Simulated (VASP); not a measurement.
A run of VASP 6.6.1 is set up as follows.

INCAR

```
ALGO     = Normal         # electronic algorithm
EDIFF    = 1E-6           # SCF threshold, eV
ENCUT    = 520            # plane-wave cutoff, eV
GGA      = CA             # functional
ISIF     = 2              # what is computed and relaxed
ISMEAR   = 0              # smearing method
LASPH    = True           # aspherical terms in the spheres
LCHARG   = False          # write CHGCAR
LREAL    = False          # projectors in reciprocal space
LWAVE    = False          # write WAVECAR
NBANDS   = 24             # bands
NELM     = 60             # most SCF steps
PREC     = Accurate       # precision mode
SIGMA    = 0.05           # smearing width, eV
```

KPOINTS

```
k-points
0
Gamma
  6 6 6
```

POSCAR

```
ScF3
1.0
    4.0124500000      0.0000000000      0.0000000000
    0.0000000000      4.0124500000      0.0000000000
    0.0000000000      0.0000000000      4.3334460000
Sc F
1 3
Direct
    0.0000000000      0.0000000000      0.0000000000
    0.5000000000      0.0000000000      0.0000000000
    0.0000000000      0.5000000000      0.0000000000
    0.0000000000      0.0000000000      0.5000000000
```

Potentials or basis: VASP PAW LDA potentials, release 64 (Sc_sv, F).

Run with:

```bash
$ cat potpaw_LDA.64/Sc_sv/POTCAR potpaw_LDA.64/F/POTCAR > POTCAR
$ mpirun -np 1 vasp_std > vasp.out
```

Problem. Estimate the pressure.

Solution. -7.5 GPa.

Problem. Predict the band gap on the k mesh.

Solution. 5.52 eV, indirect (least direct gap 5.70 eV).

Stress tensor (GPa, compression positive):
```
 -3.31   0.00   0.00
  0.00  -3.31   0.00
  0.00   0.00 -15.96
```

Caveat: the cell differs from its parent crystal (strain +0.000 along x and y, +0.080 along z). A k mesh can miss the band edges.
